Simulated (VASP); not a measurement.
WC:

```
W C
1.0
     0.00000    2.19268    2.19268
     2.19268    0.00000    2.19268
     2.19268    2.19268    0.00000
W C
1 1
Direct
  0.00000 0.00000 0.00000
  0.50000 0.50000 0.50000
```

* Program: VASP 6.6.1
* Task: relaxation of cell and atoms
* Functional: PBE
* Dispersion: D4
* Potentials or basis: VASP PAW PBE potentials, release 64 (W_sv, C)
* Cutoff: 600 eV
* k mesh: 10 × 10 × 10
* Occupations: fermi-dirac, width 0.05 eV
* Spin: no spin polarisation

At the start: pressure -7.6 GPa; volume 10.54 Å³/atom.

How do energy, volume and symmetry change on relaxing?

Over 3 steps the energy falls by 5.2 meV/atom and the volume is 10.33 Å³/atom (-2.0 %); space group Fm-3m (No. 225, to 0.05 Å).

Step by step:
```tsv
step	energy change (eV)	largest force (eV/Å)	pressure (GPa)	volume (Å³)
1	0.0000	0.0000	-7.59	21.08
2	0.0598	0.0000	22.49	19.60
3	-0.0104	0.0000	-0.07	20.66
```

Final structure:
```yaml
crystal:
  lattice:
    - [0.00000, 2.17778, 2.17778]
    - [2.17778, 0.00000, 2.17778]
    - [2.17778, 2.17778, 0.00000]
  atoms:
    - { symbol: W, position: [0.00000, 0.00000, 0.00000] }
    - { symbol: C, position: [0.50000, 0.50000, 0.50000] }
```
